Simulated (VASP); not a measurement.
# Ba: single point with PBE

Crystal: Ba.

```
CELL_PARAMETERS angstrom
4.46894 0.00000 0.00000
-2.23447 3.87022 0.00000
0.00000 0.00000 7.34095
ATOMIC_POSITIONS crystal
Ba 0.33333 0.66667 0.25000
Ba 0.66667 0.33333 0.75000
```

```
Program             : VASP 6.6.1
Task                : single point
Functional          : PBE
Potentials or basis : VASP PAW PBE potentials, release 64 (Ba_sv)
Cutoff              : 520 eV
k mesh              : 12 × 12 × 6
Occupations         : gaussian, width 0.1 eV
Spin                : no spin polarisation
```

| Item | Value |
| --- | --- |
| Pressure | 0.1 GPa |
| Band gap on the k mesh | zero (band 10 reaches 1.78 eV, above the bottom of band 11 at 1.45 eV) |

Levels at points of the mesh, in eV from the Fermi level:
```csv
k point,band 8,band 9,band 10,band 11,band 12,band 13
"(0.00, 0.00, 0.00)",-13.86,-2.77,-0.96,1.03,1.72,1.76
"(0.50, 0.00, 0.00)",-13.92,-0.72,-0.42,-0.19,0.58,1.35
"(0.00, 0.00, 0.50)",-13.89,-1.83,-1.83,1.01,1.01,1.75
"(0.50, 0.00, 0.50)",-13.97,-0.76,-0.76,0.44,0.44,1.52
```

It took 56 s on 1 thread of Intel(R) Xeon(R) 6975P-C (Granite Rapids), with other jobs on the host, peak memory 0.33 GiB.

Caveat: spin-orbit coupling is left out, which moves the levels of the heavy elements.
